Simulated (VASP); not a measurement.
# NaI in VASP: notebook

NaI is run at these levels: PBE; tasks: single point.

Program: VASP 6.6.1. These are calculated values, not measurements. Logs are shortened: lines on timing, memory, paths and dates and some standing lists are left out, and cuts for length are marked.

**1. The cell of the first run**

It takes space group Immm (No. 71, orthorhombic). The conventional cell has a = 4.556 Å, b = 4.579 Å, c = 6.459 Å, α = 90.00°, β = 90.00°, γ = 90.00°. Within 4.2 Å of Na (site symmetry mmm) lie 6 I at 3.23 Å. I (site symmetry mmm) has 6 Na at 3.23 Å within 4.2 Å.

**2. Single point, PBE (shear xy strain -0.5%)**

INCAR reads:

```
PREC = Accurate
ENCUT = 520
EDIFF = 1E-6
ISMEAR = 0
SIGMA = 0.01
LREAL = False
LASPH = True
NELM = 100
ALGO = Normal
ISIF = 2
LWAVE = False
LCHARG = False
GGA = PE
NBANDS = 14
```

KPOINTS reads:

```
regular mesh
0
Gamma
  4 4 4
```

POSCAR reads:

```
NaI
1.0
   -0.0080743013      3.2297205115      3.2297205115
    3.2297205115     -0.0080743013      3.2297205115
    3.2216462102      3.2216462102      0.0000000000
Na I
1 1
Direct
    0.0000000000      0.0000000000      0.0000000000
    0.5000000000      0.5000000000      0.5000000000
```

Potentials or basis: VASP PAW PBE potentials, release 64 (Na_pv, I).

On the command line:

```
> cat potpaw_PBE.64/Na_pv/POTCAR potpaw_PBE.64/I/POTCAR > POTCAR
> mpirun -np 1 vasp_std > vasp.out
```

OUTCAR:

```text
PREC = Accurate
   ENCUT = 520
   EDIFF = 1E-6
   ISMEAR = 0
   LREAL = False
   LASPH = True
   NELM = 100
   ISIF = 2
   GGA = PE

 ion  position               nearest neighbor table
   1  0.000  0.000  0.000-
   2  0.500  0.500  0.500-

  LATTYP: Found a body centered orthorhombic cell.
 ALAT       =     4.5560957636
 B/A-ratio  =     1.0050125313
 C/A-ratio  =     1.4177579573

  Lattice vectors:

 A1 = (   0.0080743013,  -3.2297205115,  -3.2297205115)
 A2 = (  -0.0080743013,   3.2297205115,  -3.2297205115)
 A3 = (   3.2297205115,  -0.0080743013,   3.2297205115)

Analysis of symmetry for initial positions (statically):
=====================================================================
 Subroutine PRICEL returns:
 Original cell was already a primitive cell.

 Routine SETGRP: Setting up the symmetry group for a
 body centered orthorhombic supercell.

 Subroutine GETGRP returns: Found  8 space group operations
 (whereof  8 operations were pure point group operations)
 out of a pool of  8 trial point group operations.

The static configuration has the point symmetry D_2h.

Analysis of symmetry for dynamics (positions and initial velocities):
=====================================================================
 Subroutine PRICEL returns:
 Original cell was already a primitive cell.

 Routine SETGRP: Setting up the symmetry group for a
 body centered orthorhombic supercell.

 Subroutine GETGRP returns: Found  8 space group operations
 (whereof  8 operations were pure point group operations)
 out of a pool of  8 trial point group operations.

The dynamic configuration has the point symmetry D_2h.

 Subroutine INISYM returns: Found  8 space group operations
 (whereof  8 operations are pure point group operations),
 and found     1 'primitive' translations

----------------------------------------------------------------------------------------

                                     Primitive cell

  volume of cell :      67.3786

  direct lattice vectors                    reciprocal lattice vectors
    -0.008074301  3.229720512  3.229720512    -0.154426092  0.154426092  0.154812157
     3.229720512 -0.008074301  3.229720512     0.154426092 -0.154426092  0.154812157
     3.221646210  3.221646210  0.000000000     0.155200158  0.155200158 -0.154812157

  length of vectors
     4.567521687  4.567521687  4.556095764     0.267696918  0.267696918  0.268590733

  position of ions in fractional coordinates (direct lattice)
     0.000000000  0.000000000  0.000000000
     0.500000000  0.500000000  0.500000000

  ion indices of the primitive-cell ions
   primitive index   ion index
                 1           1
                 2           2

----------------------------------------------------------------------------------------

 KPOINTS: regular mesh

Automatic generation of k-mesh.
 Grid dimensions read from file:
 generate k-points for:    4    4    4

 Generating k-lattice:

  Cartesian coordinates                     Fractional coordinates (reciprocal lattice)
    -0.038606523  0.038606523  0.038703039     0.250000000  0.000000000  0.000000000
     0.038606523 -0.038606523  0.038703039     0.000000000  0.250000000  0.000000000
     0.038800039  0.038800039 -0.038703039     0.000000000  0.000000000  0.250000000

  Length of vectors
     0.066924230  0.066924230  0.067147683

  Shift w.r.t. Gamma in fractional coordinates (k-lattice)
     0.000000000  0.000000000  0.000000000

 Subroutine IBZKPT returns following result:
 ===========================================

 Found     18 irreducible k-points:

 Following reciprocal coordinates:
            Coordinates               Weight
  0.000000  0.000000  0.000000      1.000000
  0.250000  0.000000  0.000000      4.000000
  0.500000  0.000000  0.000000      2.000000
  0.250000  0.250000  0.000000      2.000000
  0.500000  0.250000  0.000000      4.000000
 -0.250000  0.250000  0.000000      2.000000
[... 10 lines left out ...]
  0.250000  0.250000  0.500000      2.000000
 -0.250000  0.250000  0.500000      2.000000
   k-points           NKPTS =     18   k-points in BZ     NKDIM =     18   number of bands    NBANDS=     14
   number of dos      NEDOS =    301   number of ions     NIONS =      2
   total plane-waves  NPLWV =  46656
   dimension x,y,z NGX =    36 NGY =   36 NGZ =   36
   dimension x,y,z NGXF=    72 NGYF=   72 NGZF=   72
   ions per type =               1   1
   NGX,Y,Z   is equivalent  to a cutoff of  13.10, 13.10, 13.14 a.u.
   NGXF,Y,Z  is equivalent  to a cutoff of  26.21, 26.21, 26.27 a.u.
 SYSTEM =  unknown system
   PREC   = accura    normal or accurate (medium, high low for compatibility)
   ISTART =      0    job   : 0-new  1-cont  2-samecut
   ICHARG =      2    charge: 1-file 2-atom 10-const
   ISPIN  =      1    spin polarized calculation?
   LNONCOLLINEAR =      F non collinear calculations
   LSORBIT =      F    spin-orbit coupling
   LASPH  =      T    aspherical Exc in radial PAW
   ENCUT  =  520.0 eV  38.22 Ry    6.18 a.u.   8.49  8.49  8.47*2*pi/ulx,y,z
   NELM   =    100;   NELMIN=  2; NELMDL= -5     # of ELM steps
   EDIFF  = 0.1E-05   stopping-criterion for ELM
   LREAL  =      F    real-space projection
   EDIFFG = 0.1E-04   stopping-criterion for IOM
   NSW    =      0    number of steps for IOM
   IBRION =     -1    ionic relax: 0-MD 1-quasi-New 2-CG
   NFREE  =      0    steps in history (QN), initial steepest desc. (CG)
   ISIF   =      2    stress and relaxation
   ISYM   =      2    0-nonsym 1-usesym 2-fastsym
   POTIM  = 0.5000    time-step for ionic-motion
   TEBEG  =    0.0;   TEEND  =   0.0 temperature during run
   PSTRESS=    0.0 pullay stress
   NELECT =      14.0000    total number of electrons
   NUPDOWN=      -1.0000    fix difference up-down
   EMIN   =  10.00;   EMAX   =-10.00  energy-range for DOS
   EFERMI =   0.00;   METHOD = LEGACY
   ISMEAR =     0;   SIGMA  =   0.01  broadening in eV -4-tet -1-fermi 0-gaus
   EFERMI_NEDOS =   21; number of points for ismear=-14 and -15
   IALGO  =     38    algorithm
   IMIX   =      4    mixing-type and parameters
     AMIX     =   0.40;   BMIX     =  1.00
     AMIX_MAG =   1.60;   BMIX_MAG =  1.00
  volume/ion in A,a.u.               =      33.69       227.35
  Fermi-wavevector in a.u.,A,eV,Ry     =   0.969639  1.832352 12.792199  0.940200
  Thomas-Fermi vector in A             =   2.099708
   LORBIT       =      0    0 simple, 1 ext, 2 COOP (PROOUT), +10 PAW based schemes
   GGA     = PE    functional components
   LHFCALC =     F    Hartree Fock is set to
   AEXX    =    0.0000 exact exchange contribution
   IVDW    =     0    specifies the selected vdW correction
   LEPSILON=     F    determine dielectric tensor
   LRPA    =     F    only Hartree local field effects (RPA)
 non-spin polarized calculation
 Gauss-broadening in eV      SIGMA  =   0.01
  energy-cutoff  :      520.00
  volume of cell :       67.38
 maximum number of plane-waves:      1829
 NGX is ok and might be reduce to    36
   NGX = 17   NGY = 17   NGZ = 17

 number of electron      13.9999994 magnetization

 Free energy of the ion-electron system (eV)
  ---------------------------------------------------
  ext. energy  EPLUGINS =         0.00000000
  ---------------------------------------------------
  free energy    TOTEN  =        -5.37791847 eV

  energy without entropy =       -5.37791847  energy(sigma->0) =       -5.37791847

 E-fermi :   0.9970     XC(G=0):  -7.7275

 val. band max:        0.8657872472   @ k =   0.0000   0.0000   0.0000
 cond. band min:       4.5098129897   @ k =   0.0000   0.0000   0.0000
 fundamental gap:      3.6440257425
 Fermi energy:         0.9970452912

 k-point     1 :       0.0000    0.0000    0.0000
  band No.  band energies     occupation
      1     -21.5863      2.00000
      2     -21.5860      2.00000
      3     -21.5858      2.00000
      4     -10.1776      2.00000
      5       0.8439      2.00000
      6       0.8547      2.00000
      7       0.8658      2.00000
      8       4.5098      0.00000
      9       8.7538      0.00000
     10       8.7822      0.00000
     11       8.8105      0.00000
     12      10.6102      0.00000
     13      10.6104      0.00000
     14      11.2927      0.00000

 k-point     2 :       0.2500    0.0000    0.0000
  band No.  band energies     occupation
      1     -21.5886      2.00000
      2     -21.5864      2.00000
      3     -21.5861      2.00000
      4     -10.0250      2.00000
      5      -0.4538      2.00000
      6       0.7049      2.00000
      7       0.7167      2.00000
      8       5.7972      0.00000
      9       8.3592      0.00000
     10       8.8178      0.00000
     11       8.8442      0.00000
     12      10.3897      0.00000
     13      10.4221      0.00000
     14      11.2967      0.00000

 k-point     3 :       0.5000    0.0000    0.0000
  band No.  band energies     occupation
      1     -21.5913      2.00000
      2     -21.5866      2.00000
      3     -21.5862      2.00000
      4      -9.8596      2.00000
      5      -1.3508      2.00000
      6       0.5711      2.00000
      7       0.5802      2.00000
      8       5.9541      0.00000
      9       8.3004      0.00000
     10       8.3260      0.00000
     11       9.6228      0.00000
     12      11.1748      0.00000
     13      13.1023      0.00000
     14      13.1520      0.00000
[... 222 lines left out ...]
 k-point    17 :       0.2500    0.2500    0.5000
  band No.  band energies     occupation
      1     -21.5901      2.00000
      2     -21.5879      2.00000
      3     -21.5861      2.00000
      4      -9.8658      2.00000
      5      -0.8429      2.00000
      6      -0.1191      2.00000
      7       0.5520      2.00000
      8       7.0633      0.00000
      9       7.7229      0.00000
     10       8.2352      0.00000
     11       8.9897      0.00000
     12      10.3965      0.00000
     13      12.7264      0.00000
     14      13.7064      0.00000

 k-point    18 :      -0.2500    0.2500    0.5000
  band No.  band energies     occupation
      1     -21.5892      2.00000
      2     -21.5886      2.00000
      3     -21.5879      2.00000
      4      -9.7704      2.00000
      5      -0.5720      2.00000
      6      -0.5620      2.00000
      7      -0.0882      2.00000
      8       6.6881      0.00000
      9       8.3314      0.00000
     10       8.3504      0.00000
     11       8.7770      0.00000
     12      12.8332      0.00000
     13      12.8997      0.00000
     14      13.5817      0.00000

------------------------ aborting loop because EDIFF is reached ----------------------------------------

  FORCE on cell =-STRESS in cart. coord.  units (eV):
  Direction    XX          YY          ZZ          XY          YZ          ZX
  --------------------------------------------------------------------------------------
  -------------------------------------------------------------------------------------
  Total        0.2537352      0.2537352      0.2535612      0.0157659      0.0000000      0.0000000
  in kB        6.0334987      6.0334987      6.0293608      0.3748934      0.0000000      0.0000000
  external PRESSURE =       6.0321194 kB  Pullay stress =       0.0000000 kB

 VOLUME and BASIS-vectors are now :
 -----------------------------------------------------------------------------
  energy-cutoff  :      520.00
  volume of cell :       67.38
      direct lattice vectors                 reciprocal lattice vectors
    -0.008074301  3.229720512  3.229720512    -0.154426092  0.154426092  0.154812157
     3.229720512 -0.008074301  3.229720512     0.154426092 -0.154426092  0.154812157
     3.221646210  3.221646210  0.000000000     0.155200158  0.155200158 -0.154812157

 POSITION                                       TOTAL-FORCE (eV/Angst)
 -----------------------------------------------------------------------------------
      0.00000      0.00000      0.00000         0.000000      0.000000     -0.000000
      3.22165      3.22165      3.22972        -0.000000     -0.000000      0.000000
 -----------------------------------------------------------------------------------
    total drift:                                0.000000      0.000000      0.000000

  FREE ENERGIE OF THE ION-ELECTRON SYSTEM (eV)
  ---------------------------------------------------
  free  energy   TOTEN  =        -5.3779184695 eV

  energy  without entropy=       -5.3779184695  energy(sigma->0) =       -5.37791847
```

It took 24 s on 1 thread of Intel Xeon Platinum 8375C at 2.90GHz (Ice Lake), shared host; peak memory 0.21 GiB.

Results:

| Quantity | Value |
| --- | --- |
| Free energy | -5.3779 eV |
| Pressure | 0.6 GPa |
| Band gap on the k mesh | 3.64 eV, direct |

Levels at points of the mesh, in eV from the valence-band top:
| k point | band 3 | band 4 | band 5 | band 6 | band 7 | band 8 | band 9 | band 10 | band 11 | band 12 |
| --- | --- | --- | --- | --- | --- | --- | --- | --- | --- | --- |
| (0.00, 0.00, 0.00) | -22.45 | -11.04 | -0.02 | -0.01 | 0.00 | 3.64 | 7.89 | 7.92 | 7.94 | 9.74 |
| (0.50, 0.00, 0.00) | -22.45 | -10.73 | -2.22 | -0.29 | -0.29 | 5.09 | 7.43 | 7.46 | 8.76 | 10.31 |
| (0.50, 0.50, 0.00) | -22.45 | -10.64 | -1.93 | -0.78 | -0.75 | 4.48 | 5.53 | 9.90 | 11.32 | 11.34 |
| (0.00, 0.00, 0.50) | -22.45 | -10.72 | -2.21 | -0.31 | -0.30 | 5.08 | 7.41 | 7.44 | 8.77 | 10.31 |
| (0.50, 0.00, 0.50) | -22.45 | -10.64 | -1.93 | -0.76 | -0.76 | 4.48 | 5.53 | 9.90 | 11.33 | 11.33 |

Caveat: the k points lie up to 0.42 Å⁻¹ apart; the cell differs from its parent crystal (shear xy strain -0.5%); spin-orbit coupling is left out, which moves the levels of the heavy elements.

**3. Single point, PBE (strain -4.0%)**

INCAR reads:

```
SYSTEM = NaI
ALGO = Normal ; EDIFF = 1E-6
ENCUT = 520 ; GGA = PE
ISIF = 2 ; ISMEAR = -1
LASPH = .TRUE. ; LCHARG = .TRUE.
LELF = .TRUE. ; LREAL = .FALSE.
LVHAR = .TRUE. ; LWAVE = .FALSE.
NBANDS = 14 ; NELM = 60
PREC = Accurate ; SIGMA = 0.02
```

KPOINTS reads:

```
k-points
0
G
  8 8 8
  0 0 0
```

POSCAR reads:

```
NaI
1.0
    0.0000000000      3.1005316910      3.1005316910
    3.1005316910      0.0000000000      3.1005316910
    3.1005316910      3.1005316910      0.0000000000
Na I
1 1
Direct
    0.0000000000      0.0000000000      0.0000000000
    0.5000000000      0.5000000000      0.5000000000
```

Potentials or basis: VASP PAW PBE potentials, release 64 (Na_pv, I).

On the command line:

```
> cat potpaw_PBE.64/Na_pv/POTCAR potpaw_PBE.64/I/POTCAR > POTCAR
> mpirun -np 1 vasp_std > vasp.out
```

OUTCAR:

```text
SYSTEM = NaI
   EDIFF = 1E-6
   ENCUT = 520
   GGA = PE
   ISIF = 2
   ISMEAR = -1
   LASPH = .TRUE.
   LREAL = .FALSE.
   NELM = 60
   PREC = Accurate

 ion  position               nearest neighbor table
   1  0.000  0.000  0.000-   2 3.10   2 3.10   2 3.10   2 3.10   2 3.10   2 3.10
   2  0.500  0.500  0.500-   1 3.10   1 3.10   1 3.10   1 3.10   1 3.10   1 3.10

  LATTYP: Found a face centered cubic cell.
 ALAT       =     6.2010633820

  Lattice vectors:

 A1 = (   0.0000000000,   3.1005316910,   3.1005316910)
 A2 = (   3.1005316910,   0.0000000000,   3.1005316910)
[... 586 lines left out ...]
     11      10.5194      0.00000
     12      12.6203      0.00000
     13      13.8736      0.00000
     14      14.9149      0.00000

 [... further k-points ...]
[... 5 lines left out ...]
  --------------------------------------------------------------------------------------
  -------------------------------------------------------------------------------------
  Total        1.2680075      1.2680075      1.2680075      0.0000000     -0.0000000      0.0000000
  in kB       34.0795513     34.0795513     34.0795513      0.0000000     -0.0000000      0.0000000
  external PRESSURE =      34.0795513 kB  Pullay stress =       0.0000000 kB

 VOLUME and BASIS-vectors are now :
 -----------------------------------------------------------------------------
  energy-cutoff  :      520.00
  volume of cell :       59.61
      direct lattice vectors                 reciprocal lattice vectors
     0.000000000  3.100531691  3.100531691    -0.161262664  0.161262664  0.161262664
     3.100531691  0.000000000  3.100531691     0.161262664 -0.161262664  0.161262664
     3.100531691  3.100531691  0.000000000     0.161262664  0.161262664 -0.161262664

 POSITION                                       TOTAL-FORCE (eV/Angst)
 -----------------------------------------------------------------------------------
      0.00000      0.00000      0.00000        -0.000000      0.000000      0.000000
      3.10053      3.10053      3.10053         0.000000     -0.000000     -0.000000
 -----------------------------------------------------------------------------------
    total drift:                                0.000000      0.000000      0.000000

  FREE ENERGIE OF THE ION-ELECTRON SYSTEM (eV)
  ---------------------------------------------------
  free  energy   TOTEN  =        -5.2954253028 eV

  energy  without entropy=       -5.2954253028  energy(sigma->0) =       -5.29542530
```

stdout:

```text
POSCAR found type information on POSCAR NaI
 POSCAR found :  2 types and       2 ions
 scaLAPACK will be used
 LDA part: xc-table for (Slater+PW92), standard interpolation
 POSCAR, INCAR and KPOINTS ok, starting setup
 FFT: planning ... GRIDC
 FFT: planning ... GRID_SOFT
 FFT: planning ... GRID
 WAVECAR not read
 entering main loop
```

Run time: 41 s. Hardware: 1 thread of Intel Xeon Platinum 8375C at 2.90GHz (Ice Lake), shared host; peak memory 0.21 GiB.

What came out:

```
Free energy            : -5.2954 eV
Pressure               : 3.4 GPa
Band gap on the k mesh : 4.03 eV, direct
```

Caveat: the cell differs from its parent crystal (strain -4.0%); spin-orbit coupling is left out, which moves the levels of the heavy elements.

**4. Single point, PBE**

INCAR reads:

```
SYSTEM = NaI
ALGO     = Normal         ! electronic algorithm
EDIFF    = 1E-7           ! SCF threshold, eV
ENCUT    = 520            ! plane-wave cutoff, eV
GGA      = PE             ! functional
ISIF     = 2              ! what is computed and relaxed
ISMEAR   = -1             ! smearing method
LASPH    = .TRUE.         ! aspherical terms in the spheres
LCHARG   = .FALSE.        ! write CHGCAR
LREAL    = .FALSE.        ! projectors in reciprocal space
LWAVE    = .FALSE.        ! write WAVECAR
NBANDS   = 14             ! bands
NELM     = 100            ! most SCF steps
PREC     = Accurate       ! precision mode
SIGMA    = 0.02           ! smearing width, eV
```

KPOINTS is that of step 3.

POSCAR reads:

```
NaI
1.0
    0.0000000000      3.2297205115      3.2297205115
    3.2297205115      0.0000000000      3.2297205115
    3.2297205115      3.2297205115      0.0000000000
Na I
1 1
Direct
    0.0000000000      0.0000000000      0.0000000000
    0.5000000000      0.5000000000      0.5000000000
```

On the command line:

```
> cat potpaw_PBE.64/Na_pv/POTCAR potpaw_PBE.64/I/POTCAR > POTCAR
> mpirun -np 1 vasp_std > vasp.out
```

It took 39 s on 1 thread of Intel Xeon Platinum 8375C at 2.90GHz (Ice Lake), shared host; peak memory 0.21 GiB.

The run converged. Its results:

| Property | Result |
| --- | --- |
| Free energy | -5.3838 eV |
| Pressure | 0.5 GPa |
| Band gap on the k mesh | 3.66 eV, direct |

Levels at points of the mesh, in eV from the valence-band top:
| k point | band 3 | band 4 | band 5 | band 6 | band 7 | band 8 | band 9 | band 10 | band 11 | band 12 |
| --- | --- | --- | --- | --- | --- | --- | --- | --- | --- | --- |
| (0.00, 0.00, 0.00) | -22.43 | -11.03 | 0.00 | 0.00 | 0.00 | 3.66 | 7.93 | 7.93 | 7.93 | 9.76 |
| (0.50, 0.00, 0.00) | -22.43 | -10.71 | -2.20 | -0.29 | -0.29 | 5.09 | 7.45 | 7.45 | 8.78 | 10.32 |
| (0.50, 0.50, 0.00) | -22.43 | -10.64 | -1.92 | -0.75 | -0.75 | 4.50 | 5.54 | 9.91 | 11.34 | 11.34 |

Caveat: spin-orbit coupling is left out, which moves the levels of the heavy elements. As with any semilocal functional, this PBE gap is likely too small.

**5. The runs side by side**

```tsv
cell	k mesh	smearing	gap on the mesh (eV)	pressure (GPa)
a = 4.568, b = 4.568, c = 4.556 Å, angles 60.1, 60.1, 60.2°, 2 atoms	4 × 4 × 4	gaussian 0.01 eV	3.64	0.6
a = 4.385 Å, angles 60.0°, 2 atoms	8 × 8 × 8	fermi-dirac 0.02 eV	4.03	3.4
a = 4.568 Å, angles 60.0°, 2 atoms	8 × 8 × 8	fermi-dirac 0.02 eV	3.66	0.5
```

Alike in all rows: task single point; level PBE; potentials or basis VASP PAW PBE potentials, release 64 (Na_pv, I); no spin polarisation; cutoff (eV) 520.

Caveats: some runs use coarse meshes; spin-orbit coupling is left out, which moves the levels of the heavy elements.

Absolute energies hang on the potentials; compare differences alone.
